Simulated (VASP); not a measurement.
A run of VASP 6.6.1:

Contents of INCAR:

```
SYSTEM = I
PREC     = Accurate       ! precision mode
ENCUT    = 520            ! plane-wave cutoff, eV
EDIFF    = 1E-6           ! SCF threshold, eV
ISMEAR   = -1             ! smearing method
SIGMA    = 0.05           ! smearing width, eV
LREAL    = .False.        ! projectors in reciprocal space
LASPH    = .True.         ! aspherical terms in the spheres
NELM     = 100            ! most SCF steps
ALGO     = Normal         ! electronic algorithm
ISIF     = 2              ! what is computed and relaxed
LWAVE    = .False.        ! write WAVECAR
LCHARG   = .False.        ! write CHGCAR
GGA      = CA             ! functional
NBANDS   = 22             ! bands
```

Contents of KPOINTS:

```
regular mesh
0
Gamma
  2 2 1
  0 0 0
```

Contents of POSCAR:

```
I
1.0
    3.5886574692     -2.1413150360      0.0000000000
    3.5886574692      2.1413150360      0.0000000000
    0.0000000000      0.0000000000      9.6272130010
I
4
Direct
    0.8254264989      0.1745735011      0.1231842597
    0.6745735011      0.3254264989      0.6231842597
    0.1745735011      0.8254264989      0.8768157403
    0.3254264989      0.6745735011      0.3768157403
```

Potentials or basis: VASP PAW LDA potentials, release 64 (I).

Command:

```sh
$ cat potpaw_LDA.64/I/POTCAR > POTCAR
$ mpirun -np 1 vasp_std > vasp.out
```

Hardware: 1 thread of Intel Xeon 8259CL (shared host).

Problem. How long does it take, and how much memory?

Solution. Wall time 16 s on 1 thread of Intel Xeon 8259CL, on a shared host, peak memory 0.19 GiB. Counts: scf iterations 13, k points 3.
